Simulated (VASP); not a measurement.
Runs of VASP 6.6.1 on Os. The structure is that of space group Fm-3m (No. 225), or close to it. The cells are those of the table. 

```tsv
cell	gap on the mesh (eV)	pressure (GPa)
a = 2.590 Å, angles 60.0°, 1 atom	none	76.1
a = 2.702 Å, angles 60.0°, 1 atom	none	0.3
a = 2.807 Å, angles 60.0°, 1 atom	none	(a)
a = 2.773 Å, angles 60.0°, 1 atom	none	-27.4
```

Alike in all rows: task single point; level PBEsol; potentials or basis VASP PAW PBE potentials, release 64 (Os); no spin polarisation; k mesh 16 × 16 × 16; cutoff (eV) 520; smearing fermi-dirac 0.1 eV.

Estimate the missing entries.

(a) -37.0.

Caveats: the PAW data sets were made with another functional, which shifts forces and pressure a little; spin-orbit coupling is left out, which moves the levels of the heavy elements.

A k mesh can miss the band edges, and the runs leave out spin-orbit coupling on Os.

A gap of «none» marks levels without a gap at the run's occupations.
